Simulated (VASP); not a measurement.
# HgTe (rocksalt type) (Fm-3m) in VASP: a series of runs

The runs below take HgTe (rocksalt type) through single point, with PBE.

All numbers are computed with VASP 6.6.1; they aren't measurements. Logs are shortened: lines on timing, memory, paths and dates and some standing lists are left out, and cuts for length are marked.

## 1. The cell of the first run

The structure is cubic, space group Fm-3m (No. 225). The conventional cell has a = 6.145 Å, b = 6.145 Å, c = 6.145 Å, α = 90.00°, β = 90.00°, γ = 90.00°. Hg (site symmetry m-3m) has 6 Te at 3.07 Å within 4.0 Å. Te (site symmetry m-3m) has 6 Hg at 3.07 Å within 4.0 Å.

## 2. Single point, PBE

Contents of INCAR:

```
  ALGO = Normal
  EDIFF = 1E-6
  ENCUT = 520
  GGA = PE
  ISIF = 2
  ISMEAR = -1
  LASPH = T
  LCHARG = F
  LREAL = F
  LWAVE = F
  NBANDS = 16
  NELM = 80
  PREC = Accurate
  SIGMA = 0.08
```

Contents of KPOINTS:

```
k-points
0
Gamma
  12 12 12
```

Contents of POSCAR:

```
HgTe
1.0
    0.0000000000      3.0726841791      3.0726841791
    3.0726841791      0.0000000000      3.0726841791
    3.0726841791      3.0726841791      0.0000000000
Hg Te
1 1
Direct
    0.0000000000      0.0000000000      0.0000000000
    0.5000000000      0.5000000000      0.5000000000
```

Potentials or basis: VASP PAW PBE potentials, release 64 (Hg, Te).

Started as:

```
$ cat potpaw_PBE.64/Hg/POTCAR potpaw_PBE.64/Te/POTCAR > POTCAR
$ mpirun -np 1 vasp_std > vasp.out
```

OUTCAR:

```text
EDIFF = 1E-6
   ENCUT = 520
   GGA = PE
   ISIF = 2
   ISMEAR = -1
   LASPH = T
   LREAL = F
   NELM = 80
   PREC = Accurate

 ion  position               nearest neighbor table
   1  0.000  0.000  0.000-   2 3.07   2 3.07   2 3.07   2 3.07   2 3.07   2 3.07
   2  0.500  0.500  0.500-   1 3.07   1 3.07   1 3.07   1 3.07   1 3.07   1 3.07

  LATTYP: Found a face centered cubic cell.
 ALAT       =     6.1453683582

  Lattice vectors:

 A1 = (   0.0000000000,   3.0726841791,   3.0726841791)
 A2 = (   3.0726841791,   0.0000000000,   3.0726841791)
 A3 = (   3.0726841791,   3.0726841791,   0.0000000000)

Analysis of symmetry for initial positions (statically):
=====================================================================
 Subroutine PRICEL returns:
 Original cell was already a primitive cell.

 Routine SETGRP: Setting up the symmetry group for a
 face centered cubic supercell.

 Subroutine GETGRP returns: Found 48 space group operations
 (whereof 48 operations were pure point group operations)
 out of a pool of 48 trial point group operations.

The static configuration has the point symmetry O_h .

Analysis of symmetry for dynamics (positions and initial velocities):
=====================================================================
 Subroutine PRICEL returns:
 Original cell was already a primitive cell.

 Routine SETGRP: Setting up the symmetry group for a
 face centered cubic supercell.

 Subroutine GETGRP returns: Found 48 space group operations
 (whereof 48 operations were pure point group operations)
 out of a pool of 48 trial point group operations.

The dynamic configuration has the point symmetry O_h .

 Subroutine INISYM returns: Found 48 space group operations
 (whereof 48 operations are pure point group operations),
 and found     1 'primitive' translations

----------------------------------------------------------------------------------------

                                     Primitive cell

  volume of cell :      58.0208

  direct lattice vectors                    reciprocal lattice vectors
     0.000000000  3.072684179  3.072684179    -0.162724176  0.162724176  0.162724176
     3.072684179  0.000000000  3.072684179     0.162724176 -0.162724176  0.162724176
     3.072684179  3.072684179  0.000000000     0.162724176  0.162724176 -0.162724176

  length of vectors
     4.345431639  4.345431639  4.345431639     0.281846540  0.281846540  0.281846540

  position of ions in fractional coordinates (direct lattice)
     0.000000000  0.000000000  0.000000000
     0.500000000  0.500000000  0.500000000

  ion indices of the primitive-cell ions
   primitive index   ion index
                 1           1
                 2           2

----------------------------------------------------------------------------------------

 KPOINTS: k-points

Automatic generation of k-mesh.
 Grid dimensions read from file:
 generate k-points for:   12   12   12

 Generating k-lattice:

  Cartesian coordinates                     Fractional coordinates (reciprocal lattice)
    -0.013560348  0.013560348  0.013560348     0.083333333  0.000000000  0.000000000
     0.013560348 -0.013560348  0.013560348     0.000000000  0.083333333  0.000000000
     0.013560348  0.013560348 -0.013560348     0.000000000  0.000000000  0.083333333

  Length of vectors
     0.023487212  0.023487212  0.023487212

  Shift w.r.t. Gamma in fractional coordinates (k-lattice)
     0.000000000  0.000000000  0.000000000

 Subroutine IBZKPT returns following result:
 ===========================================

 Found     72 irreducible k-points:

 Following reciprocal coordinates:
            Coordinates               Weight
  0.000000  0.000000  0.000000      1.000000
  0.083333  0.000000  0.000000      8.000000
  0.166667  0.000000  0.000000      8.000000
  0.250000  0.000000  0.000000      8.000000
  0.333333  0.000000  0.000000      8.000000
  0.416667  0.000000  0.000000      8.000000
[... 16 lines left out ...]
  0.500000  0.166667  0.000000     24.000000
 -0.416667  0.166667  0.000000     24.000000
 [... further k-points ...]
   k-points           NKPTS =     72   k-points in BZ     NKDIM =     72   number of bands    NBANDS=     16
   number of dos      NEDOS =    301   number of ions     NIONS =      2
   total plane-waves  NPLWV =  32768
   dimension x,y,z NGX =    32 NGY =   32 NGZ =   32
   dimension x,y,z NGXF=    64 NGYF=   64 NGZF=   64
   ions per type =               1   1
   NGX,Y,Z   is equivalent  to a cutoff of  12.24, 12.24, 12.24 a.u.
   NGXF,Y,Z  is equivalent  to a cutoff of  24.48, 24.48, 24.48 a.u.
 SYSTEM =  unknown system
   PREC   = accura    normal or accurate (medium, high low for compatibility)
   ISTART =      0    job   : 0-new  1-cont  2-samecut
   ICHARG =      2    charge: 1-file 2-atom 10-const
   ISPIN  =      1    spin polarized calculation?
   LNONCOLLINEAR =      F non collinear calculations
   LSORBIT =      F    spin-orbit coupling
   LASPH  =      T    aspherical Exc in radial PAW
   ENCUT  =  520.0 eV  38.22 Ry    6.18 a.u.   8.08  8.08  8.08*2*pi/ulx,y,z
   NELM   =     80;   NELMIN=  2; NELMDL= -5     # of ELM steps
   EDIFF  = 0.1E-05   stopping-criterion for ELM
   LREAL  =      F    real-space projection
   EDIFFG = 0.1E-04   stopping-criterion for IOM
   NSW    =      0    number of steps for IOM
   IBRION =     -1    ionic relax: 0-MD 1-quasi-New 2-CG
   NFREE  =      0    steps in history (QN), initial steepest desc. (CG)
   ISIF   =      2    stress and relaxation
   ISYM   =      2    0-nonsym 1-usesym 2-fastsym
   POTIM  = 0.5000    time-step for ionic-motion
   TEBEG  =    0.0;   TEEND  =   0.0 temperature during run
   PSTRESS=    0.0 pullay stress
   NELECT =      18.0000    total number of electrons
   NUPDOWN=      -1.0000    fix difference up-down
   EMIN   =  10.00;   EMAX   =-10.00  energy-range for DOS
   EFERMI =   0.00;   METHOD = LEGACY
   ISMEAR =    -1;   SIGMA  =   0.08  broadening in eV -4-tet -1-fermi 0-gaus
   EFERMI_NEDOS =   21; number of points for ismear=-14 and -15
   IALGO  =     38    algorithm
   IMIX   =      4    mixing-type and parameters
     AMIX     =   0.40;   BMIX     =  1.00
     AMIX_MAG =   1.60;   BMIX_MAG =  1.00
  volume/ion in A,a.u.               =      29.01       195.77
  Fermi-wavevector in a.u.,A,eV,Ry     =   1.108250  2.094289 16.710921  1.228218
  Thomas-Fermi vector in A             =   2.244775
   LORBIT       =      0    0 simple, 1 ext, 2 COOP (PROOUT), +10 PAW based schemes
   GGA     = PE    functional components
   LHFCALC =     F    Hartree Fock is set to
   AEXX    =    0.0000 exact exchange contribution
   IVDW    =     0    specifies the selected vdW correction
   LEPSILON=     F    determine dielectric tensor
   LRPA    =     F    only Hartree local field effects (RPA)
 non-spin polarized calculation
  energy-cutoff  :      520.00
  volume of cell :       58.02
 maximum number of plane-waves:      1588
   NGX = 17   NGY = 17   NGZ = 17

 number of electron      18.0000000 magnetization

 Free energy of the ion-electron system (eV)
  ---------------------------------------------------
  ext. energy  EPLUGINS =         0.00000000
  ---------------------------------------------------
  free energy    TOTEN  =        -3.35544409 eV

  energy without entropy =       -3.32853567  energy(sigma->0) =       -3.34198988

 E-fermi :   4.1326     XC(G=0):  -9.7662

 val. band max:        4.1245278165   @ k =   0.3333   0.0000   0.0000
 cond. band min:       4.1365286552   @ k =   0.5000   0.0833   0.0000
 fundamental gap:      0.0120008387
 Fermi energy:         4.1326390021

 k-point     1 :       0.0000    0.0000    0.0000
  band No.  band energies     occupation
      1      -7.7315      2.00000
      2      -2.4751      2.00000
      3      -2.4751      2.00000
      4      -2.4179      2.00000
      5      -2.4179      2.00000
      6      -2.4179      2.00000
[... 8 lines left out ...]
     15      11.8682      0.00000
     16      11.8682      0.00000

 k-point     2 :       0.0833    0.0000    0.0000
  band No.  band energies     occupation
      1      -7.6736      2.00000
      2      -2.4961      2.00000
      3      -2.4961      2.00000
      4      -2.4249      2.00000
      5      -2.4101      2.00000
      6      -2.4101      2.00000
[... 8 lines left out ...]
     15      12.0662      0.00000
     16      12.0662      0.00000

 k-point     3 :       0.1667    0.0000    0.0000
  band No.  band energies     occupation
      1      -7.5058      2.00000
      2      -2.5569      2.00000
      3      -2.5569      2.00000
      4      -2.4495      2.00000
      5      -2.3832      2.00000
      6      -2.3832      2.00000
[... 8 lines left out ...]
     15      12.4135      0.00000
     16      12.4135      0.00000

 k-point     4 :       0.2500    0.0000    0.0000
  band No.  band energies     occupation
      1      -7.2491      2.00000
      2      -2.6391      2.00000
      3      -2.6391      2.00000
      4      -2.5051      2.00000
      5      -2.3435      2.00000
      6      -2.3435      2.00000
[... 8 lines left out ...]
     15      12.9601      0.00000
     16      12.9601      0.00000

 k-point     5 :       0.3333    0.0000    0.0000
  band No.  band energies     occupation
      1      -6.9478      2.00000
      2      -2.7185      2.00000
      3      -2.7185      2.00000
      4      -2.6142      2.00000
      5      -2.3028      2.00000
      6      -2.3028      2.00000
[... 8 lines left out ...]
     15      13.6894      0.00000
     16      13.6894      0.00000

 k-point     6 :       0.4167    0.0000    0.0000
  band No.  band energies     occupation
      1      -6.6846      2.00000
      2      -2.7748      2.00000
      3      -2.7748      2.00000
      4      -2.7684      2.00000
      5      -2.2724      2.00000
      6      -2.2724      2.00000
[... 8 lines left out ...]
     15      14.5153      0.00000
     16      14.5153      0.00000

 k-point     7 :       0.5000    0.0000    0.0000
  band No.  band energies     occupation
      1      -6.5752      2.00000
      2      -2.8519      2.00000
      3      -2.7951      2.00000
      4      -2.7951      2.00000
      5      -2.2612      2.00000
      6      -2.2612      2.00000
[... 8 lines left out ...]
     15      15.0159      0.00000
     16      15.0159      0.00000

 k-point     8 :       0.0833    0.0833    0.0000
  band No.  band energies     occupation
      1      -7.6553      2.00000
      2      -2.5311      2.00000
      3      -2.4691      2.00000
      4      -2.4265      2.00000
      5      -2.4092      2.00000
      6      -2.4092      2.00000
[... 8 lines left out ...]
     15      12.7224      0.00000
     16      12.7224      0.00000

 k-point     9 :       0.1667    0.0833    0.0000
  band No.  band energies     occupation
      1      -7.5272      2.00000
      2      -2.5964      2.00000
      3      -2.4933      2.00000
      4      -2.4408      2.00000
      5      -2.3936      2.00000
      6      -2.3844      2.00000
[... 8 lines left out ...]
     15      12.7944      0.00000
     16      13.0597      0.00000
[... 172 lines left out ...]
 k-point    19 :       0.1667    0.1667    0.0000
  band No.  band energies     occupation
      1      -7.4474      2.00000
      2      -2.6558      2.00000
      3      -2.4526      2.00000
      4      -2.4499      2.00000
      5      -2.3814      2.00000
      6      -2.3814      2.00000
[... 8 lines left out ...]
     15      13.8914      0.00000
     16      13.8914      0.00000

 k-point    20 :       0.2500    0.1667    0.0000
  band No.  band energies     occupation
      1      -7.2778      2.00000
      2      -2.7104      2.00000
      3      -2.4800      2.00000
      4      -2.4668      2.00000
      5      -2.3582      2.00000
      6      -2.3416      2.00000
[... 8 lines left out ...]
     15      14.0237      0.00000
     16      14.2252      0.00000

 k-point    21 :       0.3333    0.1667    0.0000
  band No.  band energies     occupation
      1      -7.0468      2.00000
      2      -2.7393      2.00000
      3      -2.5496      2.00000
      4      -2.4933      2.00000
      5      -2.3278      2.00000
      6      -2.2934      2.00000
[... 8 lines left out ...]
     15      14.2793      0.00000
     16      14.6792      0.00000

 k-point    22 :       0.4167    0.1667    0.0000
  band No.  band energies     occupation
      1      -6.8050      2.00000
      2      -2.7265      2.00000
      3      -2.6311      2.00000
      4      -2.5440      2.00000
      5      -2.2929      2.00000
      6      -2.2597      2.00000
[... 8 lines left out ...]
     15      15.0182      0.00000
     16      15.2886      0.00000

 k-point    23 :       0.5000    0.1667    0.0000
  band No.  band energies     occupation
      1      -6.6275      2.00000
      2      -2.7032      2.00000
      3      -2.6847      2.00000
      4      -2.6162      2.00000
      5      -2.2605      2.00000
      6      -2.2482      2.00000
[... 8 lines left out ...]
     15      15.2182      0.00000
     16      15.5998      0.00000

 k-point    24 :      -0.4167    0.1667    0.0000
  band No.  band energies     occupation
      1      -6.5899      2.00000
      2      -2.7499      2.00000
      3      -2.7437      2.00000
      4      -2.5713      2.00000
      5      -2.2597      2.00000
      6      -2.2409      2.00000
[... 8 lines left out ...]
     15      14.3062      0.00000
     16      14.7771      0.00000

 [... further k-points ...]

------------------------ aborting loop because EDIFF is reached ----------------------------------------

  FORCE on cell =-STRESS in cart. coord.  units (eV):
  Direction    XX          YY          ZZ          XY          YZ          ZX
  --------------------------------------------------------------------------------------
  -------------------------------------------------------------------------------------
  Total        0.0326661      0.0326661      0.0326661      0.0000000      0.0000000     -0.0000000
  in kB        0.9020376      0.9020376      0.9020376      0.0000000      0.0000000     -0.0000000
  external PRESSURE =       0.9020376 kB  Pullay stress =       0.0000000 kB

 VOLUME and BASIS-vectors are now :
 -----------------------------------------------------------------------------
  energy-cutoff  :      520.00
  volume of cell :       58.02
      direct lattice vectors                 reciprocal lattice vectors
     0.000000000  3.072684179  3.072684179    -0.162724176  0.162724176  0.162724176
     3.072684179  0.000000000  3.072684179     0.162724176 -0.162724176  0.162724176
     3.072684179  3.072684179  0.000000000     0.162724176  0.162724176 -0.162724176

 POSITION                                       TOTAL-FORCE (eV/Angst)
 -----------------------------------------------------------------------------------
      0.00000      0.00000      0.00000        -0.000000      0.000000      0.000000
      3.07268      3.07268      3.07268         0.000000      0.000000      0.000000
 -----------------------------------------------------------------------------------
    total drift:                                0.000000     -0.000000     -0.000000

  FREE ENERGIE OF THE ION-ELECTRON SYSTEM (eV)
  ---------------------------------------------------
  free  energy   TOTEN  =        -3.3554440877 eV

  energy  without entropy=       -3.3285356694  energy(sigma->0) =       -3.34198988
```

It took 32 s on 1 thread of Intel Xeon Platinum 8259CL at 2.50GHz (Skylake/Cascade Lake), shared host; peak memory 0.22 GiB.

Results:

```yaml
Free_energy: -3.3554 eV
Pressure: 0.1 GPa
Band_gap_on_the_k_mesh: zero (bands 9 and 10 overlap by 2.43 eV)
```

Caveat: spin-orbit coupling is left out, which moves the levels of the heavy elements.

## 3. Single point, PBE, non-collinear spin, zero start, spin-orbit coupling

Contents of INCAR:

```
ALGO = Normal ; EDIFF = 1E-6
ENCUT = 520 ; GGA = PE
GGA_COMPAT = F ; ISIF = 2
ISMEAR = -1 ; LASPH = T
LCHARG = F ; LORBIT = 11
LORBMOM = T ; LREAL = F
LSORBIT = T ; LWAVE = F
MAGMOM = 0 0 0 0 0 0 ; NBANDS = 30
NELM = 150 ; PREC = Accurate
SIGMA = 0.08
```

KPOINTS is that of step 2.

POSCAR is that of step 2.

Potentials or basis: VASP PAW PBE potentials, release 64 (Hg, Te).

Started as:

```
$ cat potpaw_PBE.64/Hg/POTCAR potpaw_PBE.64/Te/POTCAR > POTCAR
$ mpirun -np 1 vasp_ncl > vasp.out
```

Wall time 2.8 min (1 thread of Intel Xeon Platinum 8259CL at 2.50GHz (Skylake/Cascade Lake), shared host); peak memory 0.42 GiB.

The run converged. Its results:

```yaml
Free_energy: -3.7527 eV
Pressure: 0.0 GPa
Net_moment: 0.00 μB per cell
Valence_electrons_inside_the_program's_atomic_spheres: Hg 10.43; Te 3.30
```

Moments on the atoms (μB; x, y, z):
```
Hg  0.00 0.00 0.00
Te  0.00 0.00 0.00
```
